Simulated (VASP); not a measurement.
Here is a VASP 6.6.1 calculation.

File POSCAR:

```
MgO
1.0
    0.0000000000      1.7512019025      1.7512019025
    1.7512019025      0.0000000000      1.7512019025
    1.7512019025      1.7512019025      0.0000000000
Mg O
1 1
Direct
    0.0000000000      0.0000000000      0.0000000000
    0.5000000000      0.5000000000      0.5000000000
```

File INCAR.step1:

```
SYSTEM = MgO
ALGO = Normal ; EDIFF = 1E-4
ENCUT = 520 ; GGA = PE
ISMEAR = 0 ; LASPH = .TRUE.
LCHARG = .FALSE. ; LREAL = .FALSE.
LWAVE = .TRUE. ; NBANDS = 11
NELM = 100 ; PREC = Accurate
SIGMA = 0.01
```

INCAR.step2

```
SYSTEM = MgO
ALGO = Normal ; EDIFF = 1E-6
ENCUT = 520 ; ISIF = 2
ISMEAR = 0 ; ISTART = 1
LASPH = .TRUE. ; LCHARG = .FALSE.
LMIXTAU = .TRUE. ; LREAL = .FALSE.
LWAVE = .FALSE. ; METAGGA = R2SCAN
NBANDS = 11 ; NELM = 100
PREC = Accurate ; SIGMA = 0.01
```

Contents of KPOINTS:

```
k-points
0
G
  12 12 12
  0 0 0
```

Potentials or basis: VASP PAW PBE potentials, release 64 (Mg, O).

Run with:

```bash
$ cat potpaw_PBE.64/Mg/POTCAR potpaw_PBE.64/O/POTCAR > POTCAR
$ cp INCAR.step1 INCAR
$ mpirun -np 1 vasp_std > vasp.out
$ cp INCAR.step2 INCAR
$ mpirun -np 1 vasp_std > vasp.out
```

**Question.** What does it give for the pressure?

**Answer.** 287.7 GPa.

**Question.** Estimate the band gap on the k mesh.

**Answer.** 10.00 eV, indirect (least direct gap 12.29 eV).

Caveat: the PAW data sets were made with another functional, which shifts forces and pressure a little. r2SCAN opens gaps a little over a GGA but as a rule still falls short of measured ones.
